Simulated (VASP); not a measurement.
Write the native input for VASP 6.6.1 that does the following.

| Property | Result |
| --- | --- |
| Task | single point |
| Functional | PBE |
| Potentials or basis | VASP PAW PBE potentials, release 64 (Nb_sv) |
| Cutoff | 520 eV |
| k mesh | 20 × 20 × 20 |
| Occupations | gaussian, width 0.15 eV |
| Spin | no spin polarisation |
| Dipole correction | no |
| Further INCAR settings | ALGO = Normal; EDIFF = 1e-06; NBANDS = 12 |

The structure of Nb lies in POSCAR:

```
Nb
1.0
   -1.6223512500      1.6223512500      1.6223512500
    1.6223512500     -1.6223512500      1.6223512500
    1.6223512500      1.6223512500     -1.6223512500
Nb
1
Direct
    0.0000000000      0.0000000000      0.0000000000
```

This cell differs from its parent crystal: strain -0.025 along x and y, -0.025 along z.

The input as run:

INCAR

```
PREC = Accurate ; ENCUT = 520
EDIFF = 1E-6 ; ISMEAR = 0
SIGMA = 0.15 ; LREAL = F
LASPH = T ; NELM = 60
ALGO = Normal ; ISIF = 2
LWAVE = F ; LCHARG = F
GGA = PE ; NBANDS = 12
```

KPOINTS

```
Automatic mesh
0
Gamma
  20 20 20
```

Potentials or basis: VASP PAW PBE potentials, release 64 (Nb_sv).

Command:

```bash
$ cat potpaw_PBE.64/Nb_sv/POTCAR > POTCAR
$ mpirun -np 1 vasp_std > vasp.out
```

Results of the run:

```json
{
  "Pressure": "11.0 GPa"
}
```

Caveat: the cell differs from its parent crystal (strain -0.025 along x and y, -0.025 along z).

Run time: 25 s on 1 thread of Intel(R) Xeon(R) Platinum 8488C (Sapphire Rapids), with other jobs on the host, peak memory 0.17 GiB.
